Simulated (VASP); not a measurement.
Input of a VASP 6.6.1 run:

File INCAR:

```
PREC = Accurate ; ENCUT = 520
EDIFF = 1E-6 ; ISMEAR = -1
SIGMA = 0.02 ; LREAL = False
LASPH = True ; NELM = 60
ALGO = Normal ; ISIF = 2
LWAVE = False ; LCHARG = True
GGA = PE ; LELF = True
LVHAR = True ; NBANDS = 15
```

The input KPOINTS:

```
regular mesh
0
Gamma
  8 8 8
```

File POSCAR:

```
KF
1.0
    0.0876706560      3.0230720859      3.0230720859
    3.0230720859      0.0876706560      3.0230720859
    3.0230720859      3.0230720859      0.0876706560
K F
1 1
Direct
    0.0027759281      0.0027759281      0.0027759281
    0.2472240719      0.2472240719      0.2472240719
```

Potentials or basis: VASP PAW PBE potentials, release 64 (K_sv, F).

The run is started by

```sh
$ cat potpaw_PBE.64/K_sv/POTCAR potpaw_PBE.64/F/POTCAR > POTCAR
$ mpirun -np 1 vasp_std > vasp.out
```

Predict the largest force.

0.004 eV/Å.

Estimate the band gap on the k mesh.

5.03 eV, indirect (least direct gap 5.19 eV).

What does it give for the pressure?

-0.1 GPa.

Forces on the atoms (eV/Å):
```
K    0.002  0.002  0.002
F   -0.002 -0.002 -0.002
```

Caveat: the cell differs from its parent crystal (strain along [111] +4.5%). A k mesh can miss the band edges.
